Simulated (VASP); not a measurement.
Mo2Ir, 6 atoms in the cell. It takes space group Fd-3m (No. 227, cubic). Conventional cell: a = 7.222 Å, b = 7.222 Å, c = 7.222 Å, α = 90.00°, β = 90.00°, γ = 90.00°. Within 3.4 Å of Mo (site symmetry -3m) lie 6 Mo at 2.55 Å and 6 Ir at 2.99 Å. Ir (site symmetry -43m) has 12 Mo at 2.99 Å and 4 Ir at 3.13 Å within 3.9 Å. 

```yaml
Program: VASP 6.6.1
Task: single point
Functional: PBE
Potentials_or_basis: VASP PAW PBE potentials, release 64 (Mo_sv, Ir)
Cutoff: 520 eV
k_mesh: 10 × 10 × 10
Occupations: gaussian, width 0.1 eV
Spin: no spin polarisation
Dipole_correction: no
Further_INCAR_settings: ALGO = Fast; EDIFF = 1e-07; NBANDS = 46
```

Potentials or basis: VASP PAW PBE potentials, release 64 (Mo_sv, Ir).

Launch:

```bash
$ cat potpaw_PBE.64/Mo_sv/POTCAR potpaw_PBE.64/Ir/POTCAR > POTCAR
$ mpirun -np 1 vasp_std > vasp.out
```

Hardware: 1 thread of AMD EPYC 7R43 64-Core Processor (Zen 3), on a shared host.

How long does it take, and how much memory?

Wall time 7.1 min on 1 thread of AMD EPYC 7R43 64-Core Processor (Zen 3), with other jobs on the host, peak memory 0.33 GiB. Counts: scf iterations 25, k points 47.
